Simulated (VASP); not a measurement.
# GaN (I4/mmm) in VASP: a series of runs

Runs on GaN. Level: LDA. Tasks: single point.

All numbers are computed with VASP 6.6.1; they aren't measurements. Logs are shortened: lines on timing, memory, paths and dates and some standing lists are left out, and cuts for length are marked.

## 1. The cell of the first run

It takes space group I4/mmm (No. 139, tetragonal). The conventional cell has a = 3.020 Å, b = 3.020 Å, c = 4.142 Å, α = 90.00°, β = 90.00°, γ = 90.00°. Ga (site symmetry 4/mmm) has 6 N at 2.07 to 2.14 Å within 2.7 Å. Within 2.7 Å of N (site symmetry 4/mmm) lie 6 Ga at 2.07 to 2.14 Å.

## 2. Single point, LDA (strain +0.000 along x and y, -0.030 along z)

The input, INCAR:

```
SYSTEM = GaN
PREC = Accurate
ENCUT = 520
EDIFF = 1E-7
ISMEAR = 0
SIGMA = 0.03
LREAL = .False.
LASPH = .True.
NELM = 80
ALGO = Normal
ISIF = 2
LWAVE = .False.
LCHARG = .False.
NBANDS = 16
```

The input, KPOINTS:

```
regular mesh
0
Gamma
  14 14 14
  0 0 0
```

The input, POSCAR:

```
GaN
1.0
    0.0000000000      2.1352350000      2.0711779500
    2.1352350000      0.0000000000      2.0711779500
    2.1352350000      2.1352350000      0.0000000000
Ga N
1 1
Direct
    0.0000000000      0.0000000000      0.0000000000
    0.5000000000      0.5000000000      0.5000000000
```

Potentials or basis: VASP PAW LDA potentials, release 64 (Ga_d, N).

On the command line:

```console
> cat potpaw_LDA.64/Ga_d/POTCAR potpaw_LDA.64/N/POTCAR > POTCAR
> mpirun -np 1 vasp_std > vasp.out
```

OUTCAR:

```text
SYSTEM = GaN
   PREC = Accurate
   ENCUT = 520
   EDIFF = 1E-7
   ISMEAR = 0
   LREAL = .False.
   LASPH = .True.
   NELM = 80
   ISIF = 2

 ion  position               nearest neighbor table
   1  0.000  0.000  0.000-   2 2.07   2 2.07   2 2.14   2 2.14   2 2.14   2 2.14
   2  0.500  0.500  0.500-   1 2.07   1 2.07   1 2.14   1 2.14   1 2.14   1 2.14

  LATTYP: Found a body centered tetragonal cell.
 ALAT       =     3.0196782959
 C/A-ratio  =     1.3717871555

  Lattice vectors:

 A1 = (   0.0000000000,  -2.1352350000,  -2.0711779500)
 A2 = (   0.0000000000,   2.1352350000,  -2.0711779500)
 A3 = (   2.1352350000,   0.0000000000,   2.0711779500)

Analysis of symmetry for initial positions (statically):
=====================================================================
 Subroutine PRICEL returns:
 Original cell was already a primitive cell.

 Routine SETGRP: Setting up the symmetry group for a
 body centered tetragonal supercell.

 Subroutine GETGRP returns: Found 16 space group operations
 (whereof 16 operations were pure point group operations)
 out of a pool of 16 trial point group operations.

The static configuration has the point symmetry D_4h.

Analysis of symmetry for dynamics (positions and initial velocities):
=====================================================================
 Subroutine PRICEL returns:
 Original cell was already a primitive cell.

 Routine SETGRP: Setting up the symmetry group for a
 body centered tetragonal supercell.

 Subroutine GETGRP returns: Found 16 space group operations
 (whereof 16 operations were pure point group operations)
 out of a pool of 16 trial point group operations.

The dynamic configuration has the point symmetry D_4h.

 Subroutine INISYM returns: Found 16 space group operations
 (whereof 16 operations are pure point group operations),
 and found     1 'primitive' translations

----------------------------------------------------------------------------------------

                                     Primitive cell

  volume of cell :      18.8859

  direct lattice vectors                    reciprocal lattice vectors
     0.000000000  2.135235000  2.071177950    -0.234166263  0.234166263  0.241408518
     2.135235000  0.000000000  2.071177950     0.234166263 -0.234166263  0.241408518
     2.135235000  2.135235000  0.000000000     0.234166263  0.234166263 -0.241408518

  length of vectors
     2.974727989  2.974727989  3.019678296     0.409811847  0.409811847  0.409811847

[... 80 lines left out ...]
   EDIFF  = 0.1E-06   stopping-criterion for ELM
   LREAL  =      F    real-space projection
   EDIFFG = 0.1E-05   stopping-criterion for IOM
   NSW    =      0    number of steps for IOM
   IBRION =     -1    ionic relax: 0-MD 1-quasi-New 2-CG
   NFREE  =      0    steps in history (QN), initial steepest desc. (CG)
   ISIF   =      2    stress and relaxation
   ISYM   =      2    0-nonsym 1-usesym 2-fastsym
   POTIM  = 0.5000    time-step for ionic-motion
   TEBEG  =    0.0;   TEEND  =   0.0 temperature during run
   PSTRESS=    0.0 pullay stress
   NELECT =      18.0000    total number of electrons
   NUPDOWN=      -1.0000    fix difference up-down
   EMIN   =  10.00;   EMAX   =-10.00  energy-range for DOS
   EFERMI =   0.00;   METHOD = LEGACY
   ISMEAR =     0;   SIGMA  =   0.03  broadening in eV -4-tet -1-fermi 0-gaus
   EFERMI_NEDOS =   21; number of points for ismear=-14 and -15
   IALGO  =     38    algorithm
   IMIX   =      4    mixing-type and parameters
     AMIX     =   0.40;   BMIX     =  1.00
     AMIX_MAG =   1.60;   BMIX_MAG =  1.00
  volume/ion in A,a.u.               =       9.44        63.72
  Fermi-wavevector in a.u.,A,eV,Ry     =   1.611089  3.044516 35.315368  2.595606
  Thomas-Fermi vector in A             =   2.706535
   LORBIT       =      0    0 simple, 1 ext, 2 COOP (PROOUT), +10 PAW based schemes
   GGA     = CA    functional components
   LHFCALC =     F    Hartree Fock is set to
   AEXX    =    0.0000 exact exchange contribution
   IVDW    =     0    specifies the selected vdW correction
   LEPSILON=     F    determine dielectric tensor
   LRPA    =     F    only Hartree local field effects (RPA)
 non-spin polarized calculation
 Gauss-broadening in eV      SIGMA  =   0.03
  energy-cutoff  :      520.00
  volume of cell :       18.89
 maximum number of plane-waves:       532
 NGX is ok and might be reduce to    24
   NGX = 11   NGY = 11   NGZ = 11

 number of electron      18.0000009 magnetization

 Free energy of the ion-electron system (eV)
  ---------------------------------------------------
  ext. energy  EPLUGINS =         0.00000000
  ---------------------------------------------------
  free energy    TOTEN  =       -13.06686723 eV

  energy without entropy =      -13.06686723  energy(sigma->0) =      -13.06686723

 E-fermi :   7.7920     XC(G=0): -13.4749

 val. band max:        7.6848628803   @ k =  -0.2143  -0.0000   0.1429
 cond. band min:       7.8873534889   @ k =   0.5000   0.5000   0.0000
 fundamental gap:      0.2024906086
 Fermi energy:         7.7919844135

 k-point     1 :       0.0000    0.0000    0.0000
  band No.  band energies     occupation
      1      -9.5308      2.00000
      2      -6.4310      2.00000
      3      -6.4310      2.00000
      4      -6.4142      2.00000
      5      -6.3492      2.00000
      6      -6.3054      2.00000
[... 433 lines left out ...]
      3      -6.4477      2.00000
      4      -6.4095      2.00000
      5      -6.2697      2.00000
      6      -6.2566      2.00000
[... 8 lines left out ...]
     15      27.4602      0.00000
     16      28.3418      0.00000

 [... further k-points ...]

------------------------ aborting loop because EDIFF is reached ----------------------------------------

  FORCE on cell =-STRESS in cart. coord.  units (eV):
  Direction    XX          YY          ZZ          XY          YZ          ZX
  --------------------------------------------------------------------------------------
  -------------------------------------------------------------------------------------
  Total       -0.9194339     -0.9194339     -0.2900185      0.0000000     -0.0000000      0.0000000
  in kB      -77.9995932    -77.9995932    -24.6035381      0.0000000     -0.0000000      0.0000000
  external PRESSURE =     -60.2009082 kB  Pullay stress =       0.0000000 kB

 VOLUME and BASIS-vectors are now :
 -----------------------------------------------------------------------------
  energy-cutoff  :      520.00
  volume of cell :       18.89
      direct lattice vectors                 reciprocal lattice vectors
     0.000000000  2.135235000  2.071177950    -0.234166263  0.234166263  0.241408518
     2.135235000  0.000000000  2.071177950     0.234166263 -0.234166263  0.241408518
     2.135235000  2.135235000  0.000000000     0.234166263  0.234166263 -0.241408518

 POSITION                                       TOTAL-FORCE (eV/Angst)
 -----------------------------------------------------------------------------------
      0.00000      0.00000      0.00000         0.000000     -0.000000      0.000000
      2.13524      2.13524      2.07118        -0.000000      0.000000      0.000000
 -----------------------------------------------------------------------------------
    total drift:                                0.000000     -0.000000     -0.000000

  FREE ENERGIE OF THE ION-ELECTRON SYSTEM (eV)
  ---------------------------------------------------
  free  energy   TOTEN  =       -13.0668672270 eV

  energy  without entropy=      -13.0668672265  energy(sigma->0) =      -13.06686723
```

OSZICAR:

```text
N       E                     dE             d eps       ncg     rms          rms(c)
DAV:   1     0.719406962809E+02    0.71941E+02   -0.92590E+03  9008   0.212E+03
DAV:   2    -0.106295226324E+02   -0.82570E+02   -0.76688E+02  9040   0.319E+02
DAV:   3    -0.148524148565E+02   -0.42229E+01   -0.42080E+01  8968   0.607E+01
DAV:   4    -0.148856683697E+02   -0.33254E-01   -0.33251E-01  9848   0.557E+00
DAV:   5    -0.148860428642E+02   -0.37449E-03   -0.37449E-03  9176   0.559E-01    0.715E+00
DAV:   6    -0.131262327345E+02    0.17598E+01   -0.44705E+00 11240   0.405E+01    0.240E+00
DAV:   7    -0.130932130370E+02    0.33020E-01   -0.17202E-01  9296   0.483E+00    0.149E+00
DAV:   8    -0.130684027998E+02    0.24810E-01   -0.42924E-02  9032   0.208E+00    0.501E-01
DAV:   9    -0.130669362846E+02    0.14665E-02   -0.52365E-03  9112   0.142E+00    0.124E-01
DAV:  10    -0.130668744666E+02    0.61818E-04   -0.53300E-04  9392   0.234E-01    0.391E-02
DAV:  11    -0.130668671084E+02    0.73583E-05   -0.27962E-05  9872   0.564E-02    0.310E-03
DAV:  12    -0.130668673176E+02   -0.20926E-06   -0.18384E-06  9912   0.191E-02    0.475E-03
DAV:  13    -0.130668672270E+02    0.90613E-07   -0.17556E-07  7968   0.431E-03
   1 F= -.13066867E+02 E0= -.13066867E+02  d E =-.538341E-09
```

stdout:

```text
POSCAR found type information on POSCAR GaN
 POSCAR found :  2 types and       2 ions
 scaLAPACK will be used
 LDA part: xc-table for (Slater(with rela. corr.)+CA(PZ))
 , standard interpolation
 POSCAR, INCAR and KPOINTS ok, starting setup
 FFT: planning ... GRIDC
 FFT: planning ... GRID_SOFT
 FFT: planning ... GRID
 WAVECAR not read
 entering main loop
```

It took 75 s on 1 thread of Intel Xeon 8259CL, shared host; peak memory 0.18 GiB.

Results:

- Free energy: -13.0669 eV
- Pressure: -6.0 GPa
- Band gap on the k mesh: 0.20 eV (least direct gap 2.74 eV)

Levels at points of the mesh, in eV from the valence-band top:
```tsv
k point	band 5	band 6	band 7	band 8	band 9	band 10	band 11	band 12	band 13	band 14
(0.00, 0.00, 0.00)	-14.03	-13.99	-0.74	-0.44	-0.44	2.29	14.57	14.57	14.81	15.09
(0.50, 0.00, 0.00)	-13.89	-13.87	-8.36	-0.26	-0.12	4.62	8.58	9.22	9.23	16.21
(0.50, 0.50, 0.00)	-13.82	-10.66	-7.14	-3.21	-3.21	0.20	7.51	12.01	14.04	14.04
(0.50, 0.00, 0.50)	-13.81	-10.98	-7.21	-3.24	-2.81	0.52	7.88	11.62	13.90	14.82
```

Caveat: the cell differs from its parent crystal (strain +0.000 along x and y, -0.030 along z); the cell stands under tension.

## 3. Single point, LDA (strain +0.000 along x and y, -0.015 along z)

The input, INCAR:

```
  PREC = Accurate
  ENCUT = 520
  EDIFF = 1E-7
  ISMEAR = 0
  SIGMA = 0.03
  LREAL = F
  LASPH = T
  NELM = 100
  ALGO = Normal
  ISIF = 2
  LWAVE = F
  LCHARG = T
  LELF = T
  LVHAR = T
  NBANDS = 16
```

The input, KPOINTS:

```
regular mesh
0
Gamma
  14 14 14
```

The input, POSCAR:

```
GaN
1.0
    0.0000000000      2.1352350000      2.1032064750
    2.1352350000      0.0000000000      2.1032064750
    2.1352350000      2.1352350000      0.0000000000
Ga N
1 1
Direct
    0.0000000000      0.0000000000      0.0000000000
    0.5000000000      0.5000000000      0.5000000000
```

Potentials or basis: VASP PAW LDA potentials, release 64 (Ga_d, N).

On the command line:

```console
> cat potpaw_LDA.64/Ga_d/POTCAR potpaw_LDA.64/N/POTCAR > POTCAR
> mpirun -np 1 vasp_std > vasp.out
```

Run time: 82 s. Hardware: 1 thread of Intel Xeon 8259CL, shared host; peak memory 0.19 GiB.

It converged, with:

```
Free energy            : -13.0574 eV
Pressure               : -9.5 GPa
Band gap on the k mesh : 0.21 eV (least direct gap 2.59 eV)
```

Stress tensor (GPa, compression positive):
```
-10.30   0.00   0.00
  0.00 -10.30   0.00
  0.00   0.00  -7.98
```

Levels at points of the mesh, in eV from the valence-band top:
| k point | band 7 | band 8 | band 9 | band 10 | band 11 | band 12 |
| --- | --- | --- | --- | --- | --- | --- |
| (0.00, 0.00, 0.00) | -0.62 | -0.47 | -0.47 | 2.12 | 14.52 | 14.52 |
| (0.50, 0.00, 0.00) | -8.27 | -0.22 | -0.15 | 4.58 | 8.65 | 8.95 |
| (0.50, 0.50, 0.00) | -7.04 | -3.09 | -3.09 | 0.21 | 7.62 | 11.73 |
| (0.50, 0.00, 0.50) | -7.08 | -3.10 | -2.89 | 0.36 | 7.80 | 11.54 |

Caveat: the cell differs from its parent crystal (strain +0.000 along x and y, -0.015 along z); the cell stands under tension. A k mesh can miss the band edges.
